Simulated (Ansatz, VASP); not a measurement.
One calculation of Y3NbO2, two programs

```
CELL_PARAMETERS angstrom
3.60791 0.00000 0.00000
0.00000 3.60791 0.00000
0.00000 0.00000 7.94830
ATOMIC_POSITIONS crystal
Y 0.50000 0.50000 0.00000
Y 0.00000 0.50000 0.37863
Y 0.50000 0.00000 0.62137
Nb 0.00000 0.00000 0.00000
O 0.00000 0.50000 0.73761
O 0.50000 0.00000 0.26239
```

Change from the starting cell: species swapped into the Zr2CuSb3 type (P-4m2, No. 115).

Alike in both runs: task single point; functional PBE; k mesh 6 × 6 × 2; occupations gaussian, width 0.1 eV; no spin polarisation.

|  | VASP | Ansatz |
| --- | --- | --- |
| version | VASP 6.6.1 | Ansatz 0.2.0 |
| potentials or method | VASP PAW PBE potentials, release 64 (Y_sv, Nb_sv, O), cutoff 520 eV | scalar-relativistic, plane waves, PAW |
| valence electrons in the cell | 58 | 58 |

VASP gave:

| Item | Value |
| --- | --- |
| gap on the k mesh at the Fermi level (eV) | none |
| pressure (GPa) | 4.9 |
| traceless stress, the component that is largest in VASP (GPa) | -11.18 |
| rms of the force components (eV/Å) | 0.753 |

Q: Estimate Ansatz's values.

A: gap on the k mesh at the Fermi level (eV): none; pressure (GPa): 5.0; traceless stress, the component that is largest in VASP (GPa): -11.16; rms of the force components (eV/Å): 0.752.

Atom by atom the forces differ by 0.001 eV/Å (rms over components). A gap of «none» marks a metal or a gap that the smearing closes.

The k mesh is coarse, so the values compare programs but aren't converged.
